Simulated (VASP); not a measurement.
# SrO3 (ReO3 type) (Pm-3m) in VASP: single point with PBE

Aim: the single point of SrO3 (ReO3 type) with PBE.

All numbers are computed with VASP 6.6.1; they aren't measurements. Logs are shortened: lines on timing, memory, paths and dates and some standing lists are left out, and cuts for length are marked.

## Step 1: The cell of the first run

Symmetry: Pm-3m, No. 221, cubic system. Conventional cell: a = 4.910 Å, b = 4.910 Å, c = 4.910 Å, α = 90.00°, β = 90.00°, γ = 90.00°. Within 3.2 Å of Sr (site symmetry m-3m) lie 6 O at 2.45 Å. O (site symmetry 4/mmm) has 2 Sr at 2.45 Å within 3.2 Å.

## Step 2: Single point, PBE

Input file INCAR:

```
PREC     = Accurate       # precision mode
ENCUT    = 520            # plane-wave cutoff, eV
EDIFF    = 1E-7           # SCF threshold, eV
ISMEAR   = -1             # smearing method
SIGMA    = 0.06122561905347299 # smearing width, eV
LREAL    = F              # projectors in reciprocal space
LASPH    = T              # aspherical terms in the spheres
NELM     = 60             # most SCF steps
ALGO     = Normal         # electronic algorithm
ISIF     = 2              # what is computed and relaxed
LWAVE    = F              # write WAVECAR
LCHARG   = T              # write CHGCAR
GGA      = PE             # functional
LELF     = T              # ELF
LVHAR    = T            
NBANDS   = 22             # bands
```

Input file KPOINTS:

```
Automatic mesh
0
Gamma
  23 23 23
```

Input file POSCAR:

```
SrO3
1.0
    4.9099972044      0.0000000000      0.0000000000
    0.0000000000      4.9099972044      0.0000000000
    0.0000000000      0.0000000000      4.9099972044
Sr O
1 3
Direct
    0.0000000000      0.0000000000      0.0000000000
    0.5000000000      0.0000000000      0.0000000000
    0.0000000000      0.5000000000      0.0000000000
    0.0000000000      0.0000000000      0.5000000000
```

Potentials or basis: VASP PAW PBE potentials, release 64 (Sr_sv, O).

The run is started by

```sh
$ cat potpaw_PBE.64/Sr_sv/POTCAR potpaw_PBE.64/O/POTCAR > POTCAR
$ mpirun -np 1 vasp_std > vasp.out
```

OUTCAR:

```text
PREC = Accurate
   ENCUT = 520
   EDIFF = 1E-7
   ISMEAR = -1
   LREAL = F
   LASPH = T
   NELM = 60
   ISIF = 2
   GGA = PE

 ion  position               nearest neighbor table
   1  0.000  0.000  0.000-   2 2.45   3 2.45   4 2.45   4 2.45   3 2.45   2 2.45
   2  0.500  0.000  0.000-   1 2.45   1 2.45
   3  0.000  0.500  0.000-   1 2.45   1 2.45
   4  0.000  0.000  0.500-   1 2.45   1 2.45

  LATTYP: Found a simple cubic cell.
 ALAT       =     4.9099972044

  Lattice vectors:

 A1 = (   4.9099972044,   0.0000000000,   0.0000000000)
 A2 = (   0.0000000000,   4.9099972044,   0.0000000000)
 A3 = (   0.0000000000,   0.0000000000,   4.9099972044)

Analysis of symmetry for initial positions (statically):
=====================================================================
 Subroutine PRICEL returns:
 Original cell was already a primitive cell.

 Routine SETGRP: Setting up the symmetry group for a
 simple cubic supercell.

 Subroutine GETGRP returns: Found 48 space group operations
 (whereof 48 operations were pure point group operations)
 out of a pool of 48 trial point group operations.

The static configuration has the point symmetry O_h .

Analysis of symmetry for dynamics (positions and initial velocities):
=====================================================================
 Subroutine PRICEL returns:
 Original cell was already a primitive cell.

 Routine SETGRP: Setting up the symmetry group for a
 simple cubic supercell.

 Subroutine GETGRP returns: Found 48 space group operations
 (whereof 48 operations were pure point group operations)
 out of a pool of 48 trial point group operations.

The dynamic configuration has the point symmetry O_h .

 Subroutine INISYM returns: Found 48 space group operations
 (whereof 48 operations are pure point group operations),
 and found     1 'primitive' translations

----------------------------------------------------------------------------------------

                                     Primitive cell

  volume of cell :     118.3706

  direct lattice vectors                    reciprocal lattice vectors
     4.909997204  0.000000000  0.000000000     0.203666104  0.000000000  0.000000000
[... 85 lines left out ...]
   LNONCOLLINEAR =      F non collinear calculations
   LSORBIT =      F    spin-orbit coupling
   LASPH  =      T    aspherical Exc in radial PAW
   ENCUT  =  520.0 eV  38.22 Ry    6.18 a.u.   9.13  9.13  9.13*2*pi/ulx,y,z
   NELM   =     60;   NELMIN=  2; NELMDL= -5     # of ELM steps
   EDIFF  = 0.1E-06   stopping-criterion for ELM
   LREAL  =      F    real-space projection
   EDIFFG = 0.1E-05   stopping-criterion for IOM
   NSW    =      0    number of steps for IOM
   IBRION =     -1    ionic relax: 0-MD 1-quasi-New 2-CG
   NFREE  =      0    steps in history (QN), initial steepest desc. (CG)
   ISIF   =      2    stress and relaxation
   ISYM   =      2    0-nonsym 1-usesym 2-fastsym
   POTIM  = 0.5000    time-step for ionic-motion
   TEBEG  =    0.0;   TEEND  =   0.0 temperature during run
   PSTRESS=    0.0 pullay stress
   NELECT =      28.0000    total number of electrons
   NUPDOWN=      -1.0000    fix difference up-down
   EMIN   =  10.00;   EMAX   =-10.00  energy-range for DOS
   EFERMI =   0.00;   METHOD = LEGACY
   ISMEAR =    -1;   SIGMA  =   0.06  broadening in eV -4-tet -1-fermi 0-gaus
   EFERMI_NEDOS =   21; number of points for ismear=-14 and -15
   IALGO  =     38    algorithm
   IMIX   =      4    mixing-type and parameters
     AMIX     =   0.40;   BMIX     =  1.00
     AMIX_MAG =   1.60;   BMIX_MAG =  1.00
  volume/ion in A,a.u.               =      29.59       199.70
  Fermi-wavevector in a.u.,A,eV,Ry     =   1.012464  1.913280 13.947106  1.025083
  Thomas-Fermi vector in A             =   2.145575
   LORBIT       =      0    0 simple, 1 ext, 2 COOP (PROOUT), +10 PAW based schemes
   GGA     = PE    functional components
   LHFCALC =     F    Hartree Fock is set to
   AEXX    =    0.0000 exact exchange contribution
   IVDW    =     0    specifies the selected vdW correction
   LEPSILON=     F    determine dielectric tensor
   LRPA    =     F    only Hartree local field effects (RPA)
 non-spin polarized calculation
  energy-cutoff  :      520.00
  volume of cell :      118.37
 maximum number of plane-waves:      3205
 NGX is ok and might be reduce to    40
   NGX = 19   NGY = 19   NGZ = 19

 number of electron      27.9999980 magnetization

 Free energy of the ion-electron system (eV)
  ---------------------------------------------------
  ext. energy  EPLUGINS =         0.00000000
  ---------------------------------------------------
  free energy    TOTEN  =       -15.24763431 eV

  energy without entropy =      -15.02231486  energy(sigma->0) =      -15.13497459

 E-fermi :  -4.4494     XC(G=0):  -6.3048

 val. band max:       -4.4495098149   @ k =   0.4783   0.2174   0.1739
 cond. band min:      -4.4492788220   @ k =   0.2609   0.2609   0.1739
 fundamental gap:      0.0002309930
 Fermi energy:        -4.4494472164

 k-point     1 :       0.0000    0.0000    0.0000
  band No.  band energies     occupation
      1     -35.2506      2.00000
      2     -19.6137      2.00000
      3     -19.5470      2.00000
      4     -19.5470      2.00000
      5     -17.4575      2.00000
      6     -17.4575      2.00000
[... 589 lines left out ...]
     21       6.1876      0.00000
     22       6.1993      0.00000

 [... further k-points ...]

------------------------ aborting loop because EDIFF is reached ----------------------------------------

  FORCE on cell =-STRESS in cart. coord.  units (eV):
  Direction    XX          YY          ZZ          XY          YZ          ZX
  --------------------------------------------------------------------------------------
  -------------------------------------------------------------------------------------
  Total       -0.4259998     -0.4259998     -0.4259998      0.0000000     -0.0000000      0.0000000
  in kB       -5.7660216     -5.7660216     -5.7660216      0.0000000     -0.0000000      0.0000000
  external PRESSURE =      -5.7660216 kB  Pullay stress =       0.0000000 kB

 VOLUME and BASIS-vectors are now :
 -----------------------------------------------------------------------------
  energy-cutoff  :      520.00
  volume of cell :      118.37
      direct lattice vectors                 reciprocal lattice vectors
     4.909997204  0.000000000  0.000000000     0.203666104  0.000000000  0.000000000
     0.000000000  4.909997204  0.000000000     0.000000000  0.203666104  0.000000000
     0.000000000  0.000000000  4.909997204     0.000000000  0.000000000  0.203666104

 POSITION                                       TOTAL-FORCE (eV/Angst)
 -----------------------------------------------------------------------------------
      0.00000      0.00000      0.00000         0.000000      0.000000      0.000000
      2.45500      0.00000      0.00000         0.000000      0.000000      0.000000
      0.00000      2.45500      0.00000         0.000000      0.000000      0.000000
      0.00000      0.00000      2.45500         0.000000      0.000000      0.000000
 -----------------------------------------------------------------------------------
    total drift:                               -0.000000     -0.000000     -0.000000

  FREE ENERGIE OF THE ION-ELECTRON SYSTEM (eV)
  ---------------------------------------------------
  free  energy   TOTEN  =       -15.2476343138 eV

  energy  without entropy=      -15.0223148565  energy(sigma->0) =      -15.13497459
```

It took 11 min on 1 thread of AMD EPYC 7R13 (Zen 3), shared host; peak memory 0.84 GiB.

Results:

```yaml
Free_energy: -15.2476 eV
Pressure: -0.6 GPa
Band_gap_on_the_k_mesh: zero (bands 14 and 15 overlap by 0.27 eV)
```

Levels at points of the mesh, in eV from the Fermi level:
| k point | band 10 | band 11 | band 12 | band 13 | band 14 | band 15 | band 16 | band 17 | band 18 | band 19 |
| --- | --- | --- | --- | --- | --- | --- | --- | --- | --- | --- |
| (0.00, 0.00, 0.00) | -0.31 | -0.07 | -0.07 | -0.07 | 0.15 | 0.15 | 0.15 | 6.49 | 8.87 | 8.87 |

Caveat: semilocal functionals underestimate gaps, and a narrow one can read as zero.
